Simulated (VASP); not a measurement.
# Ta16H (a cell with a defect) in VASP: a series of runs

Ta16H (a cell with a defect) is run at these levels: PBE; tasks: single point.

Program: VASP 6.6.1. These are calculated values, not measurements. Logs are shortened: lines on timing, memory, paths and dates and some standing lists are left out, and cuts for length are marked.

## (1) The cell of the first run

The cell holds a defect, 17 atoms: a = 6.620 Å, b = 6.620 Å, c = 6.620 Å, α = 90.00°, β = 90.00°, γ = 90.00°.

## (2) Single point, PBE

INCAR

```
SYSTEM = Ta16H
PREC = Accurate
ENCUT = 400
EDIFF = 1E-6
ISMEAR = -1
SIGMA = 0.05
LREAL = .FALSE.
LASPH = .TRUE.
NELM = 120
ALGO = Normal
ISIF = 2
LWAVE = .FALSE.
LCHARG = .FALSE.
GGA = PE
NBANDS = 102
GGA_COMPAT = .FALSE.
```

KPOINTS

```
regular mesh
0
G
  2 2 2
  0 0 0
```

POSCAR

```
Ta16H
1.0
    6.6200000000      0.0000000000      0.0000000000
    0.0000000000      6.6200000000      0.0000000000
    0.0000000000      0.0000000000      6.6200000000
Ta H
16 1
Direct
    0.0026132931     -0.0211329305      0.0136253776
    0.4981419940     -0.0055740181     -0.0020543807
    0.0049697885      0.5083987915     -0.0034138973
    0.0095921450     -0.0041691843      0.4998489426
    0.2435498489      0.2429909366      0.2411329305
    0.4919486405      0.4799244713     -0.0080815710
    0.5039425982     -0.0014350453      0.4911631420
    0.7475377644      0.2593051360      0.2646072508
   -0.0077492447      0.4940030211      0.4947129909
    0.2568429003      0.7501359517      0.2565105740
    0.2584138973      0.2464350453      0.7459818731
    0.4837462236      0.4978398792      0.4945921450
    0.7461027190      0.7613595166      0.2606344411
    0.7443504532      0.2707099698      0.7397734139
    0.2532024169      0.7574471299      0.7554682779
    0.7620543807      0.7551359517      0.7496978852
    0.7636253776      0.1377341390      0.0194864048
```

Potentials or basis: VASP PAW PBE potentials, release 64 (Ta_pv, H).

The run is started by

```sh
cat potpaw_PBE.64/Ta_pv/POTCAR potpaw_PBE.64/H/POTCAR > POTCAR
mpirun -np 1 vasp_std > vasp.out
```

OUTCAR:

```text
SYSTEM = Ta16H
   PREC = Accurate
   ENCUT = 400
   EDIFF = 1E-6
   ISMEAR = -1
   LREAL = .FALSE.
   LASPH = .TRUE.
   NELM = 120
   ISIF = 2
   GGA = PE

 ion  position               nearest neighbor table
   1  0.003  0.979  0.014-  17 1.90  13 2.76  10 2.78  16 2.79  15 2.80   5 2.81   8 3.01  11 3.02
                             3 3.12  14 3.15   4 3.22   2 3.28   2 3.34   4 3.40   3 3.51
   2  0.498  0.994  0.998-  17 2.00  15 2.77  11 2.84  10 2.85  13 2.85   5 2.85  16 2.87   8 2.99
                            14 2.99   6 3.21   7 3.27   1 3.28   1 3.34   7 3.36   6 3.41
   3  0.005  0.508  0.997-  16 2.82  15 2.82   5 2.86  10 2.88  14 2.89  11 2.93   8 2.96  13 2.97
                             1 3.12   6 3.23   9 3.30   9 3.32   6 3.40   1 3.51
   4  0.010  0.996  0.500-  10 2.81  15 2.82  13 2.82  16 2.82   5 2.83  11 2.85   8 2.91  14 2.99
                             1 3.22   7 3.27   9 3.30   9 3.32   7 3.35   1 3.40
   5  0.244  0.243  0.241-   1 2.81   6 2.81   4 2.83   2 2.85  12 2.86   3 2.86   7 2.89   9 2.89
                            10 3.27  11 3.28   8 3.29   8 3.34  11 3.34  10 3.36
   6  0.492  0.480  0.992-  11 2.73  14 2.74   5 2.81   8 2.87  15 2.89  10 2.95  16 3.01  13 3.08
                             2 3.21   3 3.23  12 3.29  12 3.33   3 3.40   2 3.41
   7  0.504  0.999  0.491-  13 2.71  10 2.79   8 2.80  11 2.86   5 2.89  15 2.89  16 2.91  14 2.91
                             2 3.27   4 3.27  12 3.31  12 3.32   4 3.35   2 3.36
   8  0.748  0.259  0.265-  17 1.81   9 2.71   7 2.80  12 2.80   6 2.87   4 2.91   3 2.96   2 2.99
                             1 3.01  14 3.15   5 3.29  13 3.30  13 3.32   5 3.34  14 3.48
   9  0.992  0.494  0.495-   8 2.71  14 2.74  16 2.86  13 2.86   5 2.89  10 2.90  11 2.93  15 3.00
                            12 3.25   3 3.30   4 3.30   4 3.32   3 3.32  12 3.37
  10  0.257  0.750  0.257-  12 2.74   1 2.78   7 2.79   4 2.81   2 2.85   3 2.88   9 2.90   6 2.95
                            13 3.24   5 3.27  15 3.30  15 3.32   5 3.36  13 3.38
  11  0.258  0.246  0.746-   6 2.73  12 2.79   2 2.84   4 2.85   7 2.86   9 2.93   3 2.93   1 3.02
                            14 3.22  15 3.24   5 3.28   5 3.34  15 3.38  14 3.41
  12  0.484  0.498  0.495-  10 2.74  11 2.79   8 2.80  14 2.81   5 2.86  15 2.87  13 2.91  16 3.02
                             9 3.25   6 3.29   7 3.31   7 3.32   6 3.33   9 3.37
  13  0.746  0.761  0.261-   7 2.71   1 2.76   4 2.82   2 2.85   9 2.86  12 2.91   3 2.97   6 3.08
                            16 3.24  10 3.24   8 3.30   8 3.32  10 3.38  16 3.38
  14  0.744  0.271  0.740-  17 2.05   6 2.74   9 2.74  12 2.81   3 2.89   7 2.91   4 2.99   2 2.99
                             8 3.15   1 3.15  16 3.21  11 3.22  11 3.41  16 3.42   8 3.48
  15  0.253  0.757  0.755-   2 2.77   1 2.80   4 2.82   3 2.82  12 2.87   6 2.89   7 2.89   9 3.00
                            11 3.24  16 3.25  10 3.30  10 3.32  16 3.37  11 3.38
  16  0.762  0.755  0.750-   1 2.79   3 2.82   4 2.82   9 2.86   2 2.87   7 2.91   6 3.01  12 3.02
                            14 3.21  13 3.24  15 3.25  15 3.37  13 3.38  14 3.42
  17  0.764  0.138  0.019-   8 1.81   1 1.90   2 2.00  14 2.05

  LATTYP: Found a simple cubic cell.
 ALAT       =     6.6200000000

  Lattice vectors:

 A1 = (   6.6200000000,   0.0000000000,   0.0000000000)
 A2 = (   0.0000000000,   6.6200000000,   0.0000000000)
 A3 = (   0.0000000000,   0.0000000000,   6.6200000000)

Analysis of symmetry for initial positions (statically):
=====================================================================
 Subroutine PRICEL returns:
 Original cell was already a primitive cell.

 Routine SETGRP: Setting up the symmetry group for a
 simple cubic supercell.

 Subroutine GETGRP returns: Found  1 space group operations
 (whereof  1 operations were pure point group operations)
 out of a pool of 48 trial point group operations.

The static configuration has the point symmetry C_1 .

Analysis of symmetry for dynamics (positions and initial velocities):
=====================================================================
 Subroutine PRICEL returns:
 Original cell was already a primitive cell.

 Routine SETGRP: Setting up the symmetry group for a
 simple cubic supercell.

 Subroutine GETGRP returns: Found  1 space group operations
 (whereof  1 operations were pure point group operations)
 out of a pool of 48 trial point group operations.

The dynamic configuration has the point symmetry C_1 .

 Subroutine INISYM returns: Found  1 space group operations
 (whereof  1 operations are pure point group operations),
 and found     1 'primitive' translations

----------------------------------------------------------------------------------------

                                     Primitive cell

  volume of cell :     290.1175

  direct lattice vectors                    reciprocal lattice vectors
     6.620000000  0.000000000  0.000000000     0.151057402  0.000000000  0.000000000
     0.000000000  6.620000000  0.000000000     0.000000000  0.151057402  0.000000000
     0.000000000  0.000000000  6.620000000     0.000000000  0.000000000  0.151057402

  length of vectors
     6.620000000  6.620000000  6.620000000     0.151057402  0.151057402  0.151057402

  position of ions in fractional coordinates (direct lattice)
     0.002613293  0.978867069  0.013625378
     0.498141994  0.994425982  0.997945619
     0.004969788  0.508398791  0.996586103
     0.009592145  0.995830816  0.499848943
     0.243549849  0.242990937  0.241132931
     0.491948640  0.479924471  0.991918429
[... 9 lines left out ...]
     0.762054381  0.755135952  0.749697885
     0.763625378  0.137734139  0.019486405

  ion indices of the primitive-cell ions
   primitive index   ion index
                 1           1
                 2           2
                 3           3
                 4           4
                 5           5
                 6           6
[... 9 lines left out ...]
                16          16
                17          17

----------------------------------------------------------------------------------------

 KPOINTS: regular mesh

Automatic generation of k-mesh.
 Grid dimensions read from file:
 generate k-points for:    2    2    2

 Generating k-lattice:

  Cartesian coordinates                     Fractional coordinates (reciprocal lattice)
     0.075528701  0.000000000  0.000000000     0.500000000  0.000000000  0.000000000
     0.000000000  0.075528701  0.000000000     0.000000000  0.500000000  0.000000000
     0.000000000  0.000000000  0.075528701     0.000000000  0.000000000  0.500000000

  Length of vectors
     0.075528701  0.075528701  0.075528701

  Shift w.r.t. Gamma in fractional coordinates (k-lattice)
     0.000000000  0.000000000  0.000000000

 Subroutine IBZKPT returns following result:
 ===========================================

 Found      8 irreducible k-points:

 Following reciprocal coordinates:
            Coordinates               Weight
  0.000000  0.000000  0.000000      1.000000
  0.500000  0.000000  0.000000      1.000000
  0.000000  0.500000  0.000000      1.000000
  0.000000  0.000000  0.500000      1.000000
  0.500000  0.500000  0.000000      1.000000
  0.000000  0.500000  0.500000      1.000000
  0.500000  0.000000  0.500000      1.000000
  0.500000  0.500000  0.500000      1.000000
   k-points           NKPTS =      8   k-points in BZ     NKDIM =      8   number of bands    NBANDS=    102
   number of dos      NEDOS =    301   number of ions     NIONS =     17
   total plane-waves  NPLWV = 110592
   dimension x,y,z NGX =    48 NGY =   48 NGZ =   48
   dimension x,y,z NGXF=    96 NGYF=   96 NGZF=   96
   ions per type =              16   1
   NGX,Y,Z   is equivalent  to a cutoff of  12.05, 12.05, 12.05 a.u.
   NGXF,Y,Z  is equivalent  to a cutoff of  24.11, 24.11, 24.11 a.u.
 SYSTEM =  Ta16H
   PREC   = accura    normal or accurate (medium, high low for compatibility)
   ISTART =      0    job   : 0-new  1-cont  2-samecut
   ICHARG =      2    charge: 1-file 2-atom 10-const
   ISPIN  =      1    spin polarized calculation?
   LNONCOLLINEAR =      F non collinear calculations
   LSORBIT =      F    spin-orbit coupling
   LASPH  =      T    aspherical Exc in radial PAW
   ENCUT  =  400.0 eV  29.40 Ry    5.42 a.u.  10.80 10.80 10.80*2*pi/ulx,y,z
   NELM   =    120;   NELMIN=  2; NELMDL= -5     # of ELM steps
   EDIFF  = 0.1E-05   stopping-criterion for ELM
   LREAL  =      F    real-space projection
   EDIFFG = 0.1E-04   stopping-criterion for IOM
   NSW    =      0    number of steps for IOM
   IBRION =     -1    ionic relax: 0-MD 1-quasi-New 2-CG
   NFREE  =      0    steps in history (QN), initial steepest desc. (CG)
   ISIF   =      2    stress and relaxation
   ISYM   =      2    0-nonsym 1-usesym 2-fastsym
   POTIM  = 0.5000    time-step for ionic-motion
   TEBEG  =    0.0;   TEEND  =   0.0 temperature during run
   PSTRESS=    0.0 pullay stress
   NELECT =     177.0000    total number of electrons
   NUPDOWN=      -1.0000    fix difference up-down
   EMIN   =  10.00;   EMAX   =-10.00  energy-range for DOS
   EFERMI =   0.00;   METHOD = LEGACY
   ISMEAR =    -1;   SIGMA  =   0.05  broadening in eV -4-tet -1-fermi 0-gaus
   EFERMI_NEDOS =   21; number of points for ismear=-14 and -15
   IALGO  =     38    algorithm
   IMIX   =      4    mixing-type and parameters
     AMIX     =   0.40;   BMIX     =  1.00
     AMIX_MAG =   1.60;   BMIX_MAG =  1.00
  volume/ion in A,a.u.               =      17.07       115.17
  Fermi-wavevector in a.u.,A,eV,Ry     =   1.388485  2.623857 26.230553  1.927891
  Thomas-Fermi vector in A             =   2.512607
   LORBIT       =      0    0 simple, 1 ext, 2 COOP (PROOUT), +10 PAW based schemes
   GGA     = PE    functional components
   LHFCALC =     F    Hartree Fock is set to
   AEXX    =    0.0000 exact exchange contribution
   IVDW    =     0    specifies the selected vdW correction
   LEPSILON=     F    determine dielectric tensor
   LRPA    =     F    only Hartree local field effects (RPA)
 non-spin polarized calculation
  energy-cutoff  :      400.00
  volume of cell :      290.12
 maximum number of plane-waves:      5294
 NGX is ok and might be reduce to    48
   NGX = 21   NGY = 21   NGZ = 21

 number of electron     177.0000001 magnetization

 Free energy of the ion-electron system (eV)
  ---------------------------------------------------
  ext. energy  EPLUGINS =         0.00000000
  ---------------------------------------------------
  free energy    TOTEN  =      -193.56644264 eV

  energy without entropy =     -193.49547772  energy(sigma->0) =     -193.53096018

 E-fermi :   5.4707     XC(G=0): -12.6081

 val. band max:        5.4579229473   @ k =   0.5000   0.0000   0.5000
 cond. band min:       5.4822503828   @ k =   0.5000   0.0000   0.5000
 fundamental gap:      0.0243274355
 Fermi energy:         5.4706622002

 k-point     1 :       0.0000    0.0000    0.0000
  band No.  band energies     occupation
      1     -28.8507      2.00000
      2     -28.7890      2.00000
      3     -28.7792      2.00000
      4     -28.7750      2.00000
      5     -28.7689      2.00000
      6     -28.7597      2.00000
[... 92 lines left out ...]
     99       7.0858      0.00000
    100       7.1558      0.00000

 k-point     2 :       0.5000    0.0000    0.0000
  band No.  band energies     occupation
      1     -28.7144      2.00000
      2     -28.6583      2.00000
      3     -28.6418      2.00000
      4     -28.6310      2.00000
      5     -28.6213      2.00000
      6     -28.6078      2.00000
[... 607 lines left out ...]
     99       7.0646      0.00000
    100       7.2308      0.00000

 k-point     8 :       0.5000    0.5000    0.5000
  band No.  band energies     occupation
      1     -28.6034      2.00000
      2     -28.5708      2.00000
      3     -28.5573      2.00000
      4     -28.5389      2.00000
      5     -28.5255      2.00000
      6     -28.5143      2.00000
[... 92 lines left out ...]
     99       9.0644      0.00000
    100       9.0907      0.00000
 [bands above 100 left out]

------------------------ aborting loop because EDIFF is reached ----------------------------------------

  FORCE on cell =-STRESS in cart. coord.  units (eV):
  Direction    XX          YY          ZZ          XY          YZ          ZX
  --------------------------------------------------------------------------------------
  -------------------------------------------------------------------------------------
  Total        4.2667307      4.4638300      5.6687094      0.4437476      1.3513097     -0.1597999
  in kB       23.5630688     24.6515519     31.3055116      2.4506012      7.4626229     -0.8824968
  external PRESSURE =      26.5067108 kB  Pullay stress =       0.0000000 kB

 VOLUME and BASIS-vectors are now :
 -----------------------------------------------------------------------------
  energy-cutoff  :      400.00
  volume of cell :      290.12
      direct lattice vectors                 reciprocal lattice vectors
     6.620000000  0.000000000  0.000000000     0.151057402  0.000000000  0.000000000
     0.000000000  6.620000000  0.000000000     0.000000000  0.151057402  0.000000000
     0.000000000  0.000000000  6.620000000     0.000000000  0.000000000  0.151057402

 POSITION                                       TOTAL-FORCE (eV/Angst)
 -----------------------------------------------------------------------------------
      0.01730      6.48010      0.09020         0.631641      1.485754     -0.887992
      3.29770      6.58310      6.60640         0.325933      0.212987      0.288302
      0.03290      3.36560      6.59740        -0.400531     -0.580586      0.358019
      0.06350      6.59240      3.30900        -0.825620      0.571878      0.260643
      1.61230      1.60860      1.59630         0.342267      0.012088      0.414874
      3.25670      3.17710      6.56650         0.349080      2.235988      0.623746
[... 9 lines left out ...]
      5.04480      4.99900      4.96300        -1.141242     -0.600185     -0.177139
      5.05520      0.91180      0.12900        -0.258506     -0.218236     -1.055581
 -----------------------------------------------------------------------------------
    total drift:                                0.000000     -0.000101     -0.000158

  FREE ENERGIE OF THE ION-ELECTRON SYSTEM (eV)
  ---------------------------------------------------
  free  energy   TOTEN  =      -193.5664426381 eV

  energy  without entropy=     -193.4954777222  energy(sigma->0) =     -193.53096018
```

Wall time 7.3 min (1 thread of Intel Xeon 8259CL, shared host); peak memory 0.37 GiB.

What came out:

* Free energy: -193.5664 eV
* Pressure: 2.7 GPa
* Largest force: 2.347 eV/Å
* Band gap on the k mesh: zero (an odd number of electrons rules out a gap without spin polarisation)

Forces on the atoms (eV/Å):
```
Ta   0.632  1.486 -0.888
Ta   0.326  0.213  0.288
Ta  -0.401 -0.581  0.358
Ta  -0.826  0.572  0.261
Ta   0.342  0.012  0.415
Ta   0.349  2.236  0.624
Ta  -0.211  0.658  1.068
Ta  -0.174 -0.179 -0.439
Ta   1.032  1.272  0.617
Ta  -0.636 -0.501 -0.823
Ta  -1.168 -0.277  0.084
Ta   1.121  0.288  0.346
Ta   0.296 -1.660 -0.528
Ta   0.600 -1.567  0.390
Ta   0.117 -1.153 -0.541
Ta  -1.141 -0.600 -0.177
H   -0.259 -0.218 -1.056
```

Levels at points of the mesh, in eV from the Fermi level:
```
           k point  band 85  band 86  band 87  band 88  band 89  band 90  band 91  band 92  band 93  band 94
(0.00, 0.00, 0.00)     0.73     0.95     1.01     1.03     1.08     1.16     1.18     1.20     1.28     1.37
(0.50, 0.00, 0.00)    -0.25    -0.11     0.15     0.29     0.32     0.35     0.54     0.61     0.65     0.71
(0.00, 0.50, 0.00)    -0.29    -0.26    -0.03     0.29     0.32     0.35     0.61     0.63     0.67     0.70
(0.00, 0.00, 0.50)    -0.32    -0.16     0.14     0.28     0.31     0.37     0.54     0.66     0.67     0.70
(0.50, 0.50, 0.00)    -0.49    -0.46    -0.43    -0.32    -0.28    -0.16    -0.02     0.12     0.92     0.96
(0.00, 0.50, 0.50)    -0.48    -0.44    -0.43    -0.31    -0.23    -0.16    -0.04     0.11     0.94     0.99
(0.50, 0.00, 0.50)    -0.47    -0.43    -0.35    -0.31    -0.29    -0.22    -0.01     0.01     0.92     1.05
(0.50, 0.50, 0.50)    -1.07    -1.02    -0.99    -0.95    -0.90    -0.89    -0.86    -0.83    -0.80    -0.71
```

Caveat: the k points lie up to 0.47 Å⁻¹ apart, too coarse for converged energies and pressures of a metal; spin-orbit coupling is left out, which moves the levels of the heavy elements.

## (3) Single point, PBE

INCAR

```
ALGO = Normal ; EDIFF = 1E-6
ENCUT = 400 ; GGA = PE
GGA_COMPAT = False ; ISIF = 2
ISMEAR = -1 ; LASPH = True
LCHARG = True ; LELF = True
LREAL = False ; LVHAR = True
LWAVE = False ; NBANDS = 102
NELM = 120 ; PREC = Accurate
SIGMA = 0.05
```

KPOINTS

```
k-points
0
Gamma
  2 2 2
```

POSCAR

```
Ta16H
1.0
    6.6200000000      0.0000000000      0.0000000000
    0.0000000000      6.6200000000      0.0000000000
    0.0000000000      0.0000000000      6.6200000000
Ta H
16 1
Direct
    0.0142447130     -0.0006042296      0.0005438066
    0.5016314199     -0.0044108761      0.0024924471
   -0.0039274924      0.4987311178      0.0023111782
   -0.0038670695      0.0032779456      0.5049697885
    0.2470543807      0.2412386707      0.2451510574
    0.4961329305      0.5130362538     -0.0011933535
    0.5019335347      0.0093051360      0.5082628399
    0.7445921450      0.2557854985      0.2486555891
    0.0078096677      0.5156646526      0.5032930514
    0.2487311178      0.7421450151      0.2434592145
    0.2378398792      0.2409214502      0.7486706949
    0.4987613293      0.5001661631      0.4977039275
    0.7503474320      0.7353474320      0.2556042296
    0.7544712991      0.2531570997      0.7375377644
    0.2581873112      0.7404984894      0.7491389728
    0.7453021148      0.7472205438      0.7478549849
    0.7669184290      0.1207552870     -0.0335196375
```

Potentials or basis: VASP PAW PBE potentials, release 64 (Ta_pv, H).

The run is started by

```sh
cat potpaw_PBE.64/Ta_pv/POTCAR potpaw_PBE.64/H/POTCAR > POTCAR
mpirun -np 1 vasp_std > vasp.out
```

Wall time 6.3 min (1 thread of Intel Xeon 8259CL, shared host); peak memory 0.38 GiB.

The run converged. Its results:

```
Free energy            : -193.7717 eV
Pressure               : 2.3 GPa
Largest force          : 1.976 eV/Å
Band gap on the k mesh : zero (an odd number of electrons rules out a gap without spin polarisation)
```

Forces on the atoms (eV/Å):
```
Ta  -0.464 -1.236 -0.006
Ta  -0.573 -0.164 -0.306
Ta   0.517  0.119 -0.404
Ta   0.336 -0.544 -0.641
Ta   0.177  0.863  0.369
Ta   0.193 -1.800 -0.014
Ta  -0.173 -1.011 -0.880
Ta   0.539  0.031  0.486
Ta  -0.871 -1.701 -0.506
Ta   0.379  0.752  0.761
Ta   1.197  0.853  0.182
Ta  -0.193 -0.176 -0.024
Ta  -0.080  1.555 -0.214
Ta  -0.449  1.297 -0.529
Ta  -0.618  1.231  0.252
Ta   0.657  0.279  0.034
H   -0.574 -0.347  1.439
```

Stress tensor (GPa, compression positive):
```
 2.39 -0.41  0.17
-0.41  1.88 -0.82
 0.17 -0.82  2.51
```

Levels at points of the mesh, in eV from the Fermi level:
| k point | band 86 | band 87 | band 88 | band 89 | band 90 | band 91 |
| --- | --- | --- | --- | --- | --- | --- |
| (0.00, 0.00, 0.00) | 1.08 | 1.10 | 1.11 | 1.14 | 1.21 | 1.23 |
| (0.50, 0.00, 0.00) | -0.14 | 0.20 | 0.30 | 0.32 | 0.34 | 0.62 |
| (0.00, 0.50, 0.00) | -0.23 | -0.04 | 0.30 | 0.32 | 0.35 | 0.58 |
| (0.00, 0.00, 0.50) | -0.21 | 0.12 | 0.30 | 0.33 | 0.35 | 0.62 |
| (0.50, 0.50, 0.00) | -0.45 | -0.42 | -0.32 | -0.17 | -0.10 | -0.04 |
| (0.00, 0.50, 0.50) | -0.43 | -0.42 | -0.33 | -0.20 | -0.11 | -0.02 |
| (0.50, 0.00, 0.50) | -0.41 | -0.40 | -0.33 | -0.26 | -0.19 | 0.01 |
| (0.50, 0.50, 0.50) | -1.01 | -0.97 | -0.93 | -0.91 | -0.90 | -0.85 |

Caveat: the k points lie up to 0.47 Å⁻¹ apart, too coarse for converged energies and pressures of a metal; spin-orbit coupling is left out, which moves the levels of the heavy elements.

The gap in the log of VASP goes by the Fermi energy; the results here count the filled bands.